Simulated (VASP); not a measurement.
# Sn (Immm) in VASP: further runs

Aim: see how the results for Sn move with the level of theory and the settings. Levels: LDA, PBEsol. Tasks: single point.

Program: VASP 6.6.1. These are calculated values, not measurements. Logs are shortened: lines on timing, memory, paths and dates and some standing lists are left out, and cuts for length are marked.

## Step 1: The cell of the first run

Symmetry: Immm, No. 71, orthorhombic system. Conventional cell: a = 3.453 Å, b = 3.551 Å, c = 4.677 Å, α = 90.00°, β = 90.00°, γ = 90.00°. Sn (site symmetry mmm) has 12 Sn at 3.41 to 3.55 Å within 4.5 Å.

## Step 2: Single point, LDA

Input file INCAR:

```
PREC = Accurate ; ENCUT = 520
EDIFF = 1E-7 ; ISMEAR = -1
SIGMA = 0.05 ; LREAL = F
LASPH = T ; NELM = 80
ALGO = Fast ; ISIF = 2
LWAVE = F ; LCHARG = T
LELF = T ; LVHAR = T
NBANDS = 13
```

Input file KPOINTS:

```
regular mesh
0
Gamma
  11 11 11
```

Input file POSCAR:

```
Sn
1.0
   -1.7265390000      1.7755470000      2.3383420000
    1.7265390000     -1.7755470000      2.3383420000
    1.7265390000      1.7755470000     -2.3383420000
Sn
1
Direct
    0.0000000000      0.0000000000      0.0000000000
```

Potentials or basis: VASP PAW LDA potentials, release 64 (Sn_d).

Run with:

```
$ cat potpaw_LDA.64/Sn_d/POTCAR > POTCAR
$ mpirun -np 1 vasp_std > vasp.out
```

OUTCAR:

```text
PREC = Accurate
   ENCUT = 520
   EDIFF = 1E-7
   ISMEAR = -1
   LREAL = F
   LASPH = T
   NELM = 80
   ISIF = 2

 ion  position               nearest neighbor table
   1  0.000  0.000  0.000-

  LATTYP: Found a body centered orthorhombic cell.
 ALAT       =     3.4530780000
 B/A-ratio  =     1.0283851103
 C/A-ratio  =     1.3543522620

  Lattice vectors:

 A1 = (  -1.7265390000,   1.7755470000,   2.3383420000)
 A2 = (   1.7265390000,  -1.7755470000,   2.3383420000)
 A3 = (   1.7265390000,   1.7755470000,  -2.3383420000)

Analysis of symmetry for initial positions (statically):
=====================================================================
 Subroutine PRICEL returns:
 Original cell was already a primitive cell.

 Routine SETGRP: Setting up the symmetry group for a
 body centered orthorhombic supercell.

 Subroutine GETGRP returns: Found  8 space group operations
 (whereof  8 operations were pure point group operations)
 out of a pool of  8 trial point group operations.

The static configuration has the point symmetry D_2h.

Analysis of symmetry for dynamics (positions and initial velocities):
=====================================================================
 Subroutine PRICEL returns:
 Original cell was already a primitive cell.

 Routine SETGRP: Setting up the symmetry group for a
 body centered orthorhombic supercell.

 Subroutine GETGRP returns: Found  8 space group operations
 (whereof  8 operations were pure point group operations)
 out of a pool of  8 trial point group operations.

The dynamic configuration has the point symmetry D_2h.

 Subroutine INISYM returns: Found  8 space group operations
 (whereof  8 operations are pure point group operations),
 and found     1 'primitive' translations

----------------------------------------------------------------------------------------

                                     Primitive cell

  volume of cell :      28.6732

  direct lattice vectors                    reciprocal lattice vectors
    -1.726539000  1.775547000  2.338342000     0.000000000  0.281603359  0.213826720
     1.726539000 -1.775547000  2.338342000     0.289596702  0.000000000  0.213826720
     1.726539000  1.775547000 -2.338342000     0.289596702  0.281603359  0.000000000

  length of vectors
     3.406075069  3.406075069  3.406075069     0.353584952  0.359983494  0.403938983

  position of ions in fractional coordinates (direct lattice)
     0.000000000  0.000000000  0.000000000

  ion indices of the primitive-cell ions
   primitive index   ion index
                 1           1

----------------------------------------------------------------------------------------

 KPOINTS: regular mesh

Automatic generation of k-mesh.
 Grid dimensions read from file:
 generate k-points for:   11   11   11

 Generating k-lattice:

  Cartesian coordinates                     Fractional coordinates (reciprocal lattice)
     0.000000000  0.025600305  0.019438793     0.090909091  0.000000000 -0.000000000
     0.026326973  0.000000000  0.019438793     0.000000000  0.090909091  0.000000000
     0.026326973  0.025600305  0.000000000    -0.000000000  0.000000000  0.090909091

  Length of vectors
     0.032144087  0.032725772  0.036721726

  Shift w.r.t. Gamma in fractional coordinates (k-lattice)
     0.000000000  0.000000000  0.000000000

 Subroutine IBZKPT returns following result:
 ===========================================

 Found    216 irreducible k-points:

 Following reciprocal coordinates:
            Coordinates               Weight
  0.000000  0.000000  0.000000      1.000000
  0.090909  0.000000  0.000000      4.000000
  0.181818 -0.000000  0.000000      4.000000
  0.272727  0.000000  0.000000      4.000000
  0.363636 -0.000000  0.000000      4.000000
  0.454545  0.000000  0.000000      4.000000
[... 16 lines left out ...]
  0.454545  0.181818  0.000000      8.000000
 -0.454545  0.181818  0.000000      8.000000
 [... further k-points ...]
   k-points           NKPTS =    216   k-points in BZ     NKDIM =    216   number of bands    NBANDS=     13
   number of dos      NEDOS =    301   number of ions     NIONS =      1
   total plane-waves  NPLWV =  21952
   dimension x,y,z NGX =    28 NGY =   28 NGZ =   28
   dimension x,y,z NGXF=    56 NGYF=   56 NGZF=   56
   ions per type =               1
   NGX,Y,Z   is equivalent  to a cutoff of  13.67, 13.67, 13.67 a.u.
   NGXF,Y,Z  is equivalent  to a cutoff of  27.33, 27.33, 27.33 a.u.
 SYSTEM =  unknown system
   PREC   = accura    normal or accurate (medium, high low for compatibility)
   ISTART =      0    job   : 0-new  1-cont  2-samecut
   ICHARG =      2    charge: 1-file 2-atom 10-const
   ISPIN  =      1    spin polarized calculation?
   LNONCOLLINEAR =      F non collinear calculations
   LSORBIT =      F    spin-orbit coupling
   LASPH  =      T    aspherical Exc in radial PAW
   ENCUT  =  520.0 eV  38.22 Ry    6.18 a.u.   6.33  6.33  6.33*2*pi/ulx,y,z
   NELM   =     80;   NELMIN=  2; NELMDL= -5     # of ELM steps
   EDIFF  = 0.1E-06   stopping-criterion for ELM
   LREAL  =      F    real-space projection
   EDIFFG = 0.1E-05   stopping-criterion for IOM
   NSW    =      0    number of steps for IOM
   IBRION =     -1    ionic relax: 0-MD 1-quasi-New 2-CG
   NFREE  =      0    steps in history (QN), initial steepest desc. (CG)
   ISIF   =      2    stress and relaxation
   ISYM   =      2    0-nonsym 1-usesym 2-fastsym
   POTIM  = 0.5000    time-step for ionic-motion
   TEBEG  =    0.0;   TEEND  =   0.0 temperature during run
   PSTRESS=    0.0 pullay stress
   NELECT =      14.0000    total number of electrons
   NUPDOWN=      -1.0000    fix difference up-down
   EMIN   =  10.00;   EMAX   =-10.00  energy-range for DOS
   EFERMI =   0.00;   METHOD = LEGACY
   ISMEAR =    -1;   SIGMA  =   0.05  broadening in eV -4-tet -1-fermi 0-gaus
   EFERMI_NEDOS =   21; number of points for ismear=-14 and -15
   IALGO  =     68    algorithm
   IMIX   =      4    mixing-type and parameters
     AMIX     =   0.40;   BMIX     =  1.00
     AMIX_MAG =   1.60;   BMIX_MAG =  1.00
  volume/ion in A,a.u.               =      28.67       193.50
  Fermi-wavevector in a.u.,A,eV,Ry     =   1.289116  2.436076 22.610433  1.661820
  Thomas-Fermi vector in A             =   2.421028
   LORBIT       =      0    0 simple, 1 ext, 2 COOP (PROOUT), +10 PAW based schemes
   GGA     = CA    functional components
   LHFCALC =     F    Hartree Fock is set to
   AEXX    =    0.0000 exact exchange contribution
   IVDW    =     0    specifies the selected vdW correction
   LEPSILON=     F    determine dielectric tensor
   LRPA    =     F    only Hartree local field effects (RPA)
 non-spin polarized calculation
 RMM-DIIS sequential band-by-band and
  energy-cutoff  :      520.00
  volume of cell :       28.67
 maximum number of plane-waves:       788
 NGX is ok and might be reduce to    28
   NGX = 13   NGY = 13   NGZ = 13

 number of electron      13.9999998 magnetization

 Free energy of the ion-electron system (eV)
  ---------------------------------------------------
  ext. energy  EPLUGINS =         0.00000000
  ---------------------------------------------------
  free energy    TOTEN  =        -4.40149725 eV

  energy without entropy =       -4.39809735  energy(sigma->0) =       -4.39979730

 E-fermi :   7.2356     XC(G=0): -10.3520

 val. band max:        7.2280285401   @ k =  -0.1818   0.3636   0.0000
 cond. band min:       7.2356668466   @ k =   0.1818   0.1818   0.1818
 fundamental gap:      0.0076383065
 Fermi energy:         7.2355639735

 k-point     1 :       0.0000    0.0000    0.0000
  band No.  band energies     occupation
      1     -14.2183      2.00000
      2     -14.2029      2.00000
      3     -14.1839      2.00000
      4     -14.1541      2.00000
      5     -14.1173      2.00000
      6      -3.5443      2.00000
      7      14.1489      0.00000
      8      14.2994      0.00000
      9      14.6890      0.00000
     10      17.9613      0.00000
     11      18.4351      0.00000
     12      18.9395      0.00000
     13      19.0988      0.00000

 k-point     2 :       0.0909    0.0000    0.0000
  band No.  band energies     occupation
      1     -14.2144      2.00000
      2     -14.1974      2.00000
      3     -14.1826      2.00000
      4     -14.1523      2.00000
      5     -14.1182      2.00000
      6      -3.3853      2.00000
      7      12.6356      0.00000
      8      14.1062      0.00000
      9      14.3939      0.00000
     10      17.3049      0.00000
     11      19.0250      0.00000
     12      19.4853      0.00000
     13      20.5200      0.00000

 k-point     3 :       0.1818   -0.0000    0.0000
  band No.  band energies     occupation
      1     -14.2067      2.00000
      2     -14.1905      2.00000
      3     -14.1796      2.00000
      4     -14.1395      2.00000
      5     -14.1176      2.00000
      6      -2.9088      2.00000
      7       9.9594      0.00000
      8      13.7721      0.00000
      9      13.8028      0.00000
     10      16.9523      0.00000
     11      19.4153      0.00000
     12      19.4156      0.00000
     13      20.3361      0.00000
[... 305 lines left out ...]
 k-point    23 :       0.4545    0.1818    0.0000
  band No.  band energies     occupation
      1     -14.2123      2.00000
      2     -14.1727      2.00000
      3     -14.1543      2.00000
      4     -14.1025      2.00000
      5     -14.0736      2.00000
      6       0.7882      2.00000
      7       3.5581      2.00000
      8       9.0701      0.00000
      9      11.6455      0.00000
     10      14.9883      0.00000
     11      19.6224      0.00000
     12      20.8817      0.00000
     13      22.5833      0.00000

 k-point    24 :      -0.4545    0.1818    0.0000
  band No.  band energies     occupation
      1     -14.2180      2.00000
      2     -14.1780      2.00000
      3     -14.1501      2.00000
      4     -14.1111      2.00000
      5     -14.0716      2.00000
      6      -0.1857      2.00000
      7       4.9678      2.00000
      8       9.6780      0.00000
      9      11.3369      0.00000
     10      14.7114      0.00000
     11      19.6560      0.00000
     12      20.7301      0.00000
     13      22.1117      0.00000

 [... further k-points ...]
[... 5 lines left out ...]
  --------------------------------------------------------------------------------------
  -------------------------------------------------------------------------------------
  Total       -0.7456540     -1.0288632     -0.7868932      0.0000000      0.0000000      0.0000000
  in kB      -41.6649972    -57.4899081    -43.9693240      0.0000000      0.0000000      0.0000000
  external PRESSURE =     -47.7080764 kB  Pullay stress =       0.0000000 kB

 VOLUME and BASIS-vectors are now :
 -----------------------------------------------------------------------------
  energy-cutoff  :      520.00
  volume of cell :       28.67
      direct lattice vectors                 reciprocal lattice vectors
    -1.726539000  1.775547000  2.338342000     0.000000000  0.281603359  0.213826720
     1.726539000 -1.775547000  2.338342000     0.289596702  0.000000000  0.213826720
     1.726539000  1.775547000 -2.338342000     0.289596702  0.281603359  0.000000000

 POSITION                                       TOTAL-FORCE (eV/Angst)
 -----------------------------------------------------------------------------------
      0.00000      0.00000      0.00000         0.000000      0.000000     -0.000000
 -----------------------------------------------------------------------------------
    total drift:                                0.000000      0.000000      0.000000

  FREE ENERGIE OF THE ION-ELECTRON SYSTEM (eV)
  ---------------------------------------------------
  free  energy   TOTEN  =        -4.4014972527 eV

  energy  without entropy=       -4.3980973492  energy(sigma->0) =       -4.39979730
```

Run time: 53 s. Hardware: 1 thread of AMD EPYC 9R45 (Zen 5), shared host; peak memory 0.16 GiB.

Results:

| Item | Value |
| --- | --- |
| Free energy | -4.4015 eV |
| Pressure | -4.8 GPa |
| Band gap on the k mesh | zero (band 7 reaches 14.15 eV, above the bottom of band 8 at 5.49 eV) |

Stress tensor (GPa, compression positive):
```
-4.17  0.00  0.00
 0.00 -5.75  0.00
 0.00  0.00 -4.40
```

Caveat: spin-orbit coupling is left out, which moves the levels of the heavy elements.

## Step 3: Single point, LDA

This run uses another cell than the first one, of 29.82 Å³/atom, 1.040 times its volume.

Input file INCAR:

```
ALGO     = Fast           # electronic algorithm
EDIFF    = 1E-6           # SCF threshold, eV
ENCUT    = 520            # plane-wave cutoff, eV
ISIF     = 2              # what is computed and relaxed
ISMEAR   = -1             # smearing method
LASPH    = T              # aspherical terms in the spheres
LCHARG   = T              # write CHGCAR
LELF     = T              # ELF
LREAL    = F              # projectors in reciprocal space
LVHAR    = T            
LWAVE    = F              # write WAVECAR
NBANDS   = 13             # bands
NELM     = 80             # most SCF steps
PREC     = Accurate       # precision mode
SIGMA    = 0.05           # smearing width, eV
```

Input file KPOINTS:

```
k-points
0
Gamma
  11 11 11
```

Input file POSCAR:

```
Sn
1.0
   -1.7492592239      1.7989121400      2.3691131866
    1.7492592239     -1.7989121400      2.3691131866
    1.7492592239      1.7989121400     -2.3691131866
Sn
1
Direct
    0.0000000000      0.0000000000      0.0000000000
```

Potentials or basis: VASP PAW LDA potentials, release 64 (Sn_d).

Run with:

```
$ cat potpaw_LDA.64/Sn_d/POTCAR > POTCAR
$ mpirun -np 1 vasp_std > vasp.out
```

It took 48 s on 1 thread of AMD EPYC 9R45 (Zen 5), shared host; peak memory 0.17 GiB.

It converged, with:

- Free energy: -4.3627 eV
- Pressure: -6.0 GPa
- Band gap on the k mesh: zero (band 7 reaches 13.41 eV, above the bottom of band 8 at 5.15 eV)

Stress tensor (GPa, compression positive):
```
-5.55  0.00  0.00
 0.00 -6.98  0.00
 0.00  0.00 -5.62
```

Levels at points of the mesh, in eV from the Fermi level:
```csv
k point,band 3,band 4,band 5,band 6,band 7,band 8,band 9,band 10,band 11,band 12
"(0.00, 0.00, 0.00)",-21.42,-21.39,-21.36,-10.52,6.61,6.76,7.12,10.66,10.97,11.46
```

Caveat: spin-orbit coupling is left out, which moves the levels of the heavy elements.

## Step 4: Single point, PBEsol

This run uses another cell than the first one, of 29.82 Å³/atom, 1.040 times its volume.

Input file INCAR:

```
SYSTEM = Sn
PREC = Accurate
ENCUT = 520
EDIFF = 1E-6
ISMEAR = -1
SIGMA = 0.05
LREAL = .FALSE.
LASPH = .TRUE.
NELM = 60
ALGO = Fast
ISIF = 2
LWAVE = .FALSE.
LCHARG = .FALSE.
GGA = PS
NBANDS = 13
```

Input file KPOINTS:

```
regular mesh
0
G
  11 11 11
  0 0 0
```

POSCAR is that of step 3.

Potentials or basis: VASP PAW PBE potentials, release 64 (Sn_d).

Run with:

```
$ cat potpaw_PBE.64/Sn_d/POTCAR > POTCAR
$ mpirun -np 1 vasp_std > vasp.out
```

Wall time 48 s (1 thread of AMD EPYC 9R45 (Zen 5), shared host); peak memory 0.18 GiB.

The run converged. Its results:

```yaml
Free_energy: -4.1821 eV
Pressure: -5.0 GPa
Band_gap_on_the_k_mesh: zero (band 7 reaches 13.62 eV, above the bottom of band 8 at 5.24 eV)
```

Stress tensor (GPa, compression positive):
```
-4.41  0.00  0.00
 0.00 -5.92  0.00
 0.00  0.00 -4.54
```

Levels at points of the mesh, in eV from the Fermi level:
```tsv
k point	band 4	band 5	band 6	band 7	band 8	band 9	band 10	band 11
(0.00, 0.00, 0.00)	-21.39	-21.35	-10.51	6.71	6.86	7.23	10.56	10.91
```

Caveat: the PAW data sets were made with another functional, which shifts forces and pressure a little; spin-orbit coupling is left out, which moves the levels of the heavy elements.

## Step 5: Overview

```tsv
level	potentials or basis	cell	further INCAR settings	gap on the mesh (eV)	pressure (GPa)
LDA	VASP PAW LDA potentials, release 64 (Sn_d)	a = 3.406 Å, angles 119.1, 117.2, 93.3°, 1 atom	ALGO = Fast; EDIFF = 1e-07; NBANDS = 13	none	-4.8
LDA	VASP PAW LDA potentials, release 64 (Sn_d)	a = 3.451 Å, angles 119.1, 117.2, 93.3°, 1 atom	ALGO = Fast; EDIFF = 1e-06; NBANDS = 13	none	-6.0
PBEsol	VASP PAW PBE potentials, release 64 (Sn_d)	a = 3.451 Å, angles 119.1, 117.2, 93.3°, 1 atom	ALGO = Fast; EDIFF = 1e-06; NBANDS = 13	none	-5.0
```

Alike in all rows: task single point; no spin polarisation; k mesh 11 × 11 × 11; cutoff (eV) 520; smearing fermi-dirac 0.05 eV.

Caveats: spin-orbit coupling is left out, which moves the levels of the heavy elements; the PAW data sets were made with another functional, which shifts forces and pressure a little (some runs).

Absolute energies hang on the potentials; compare differences alone.
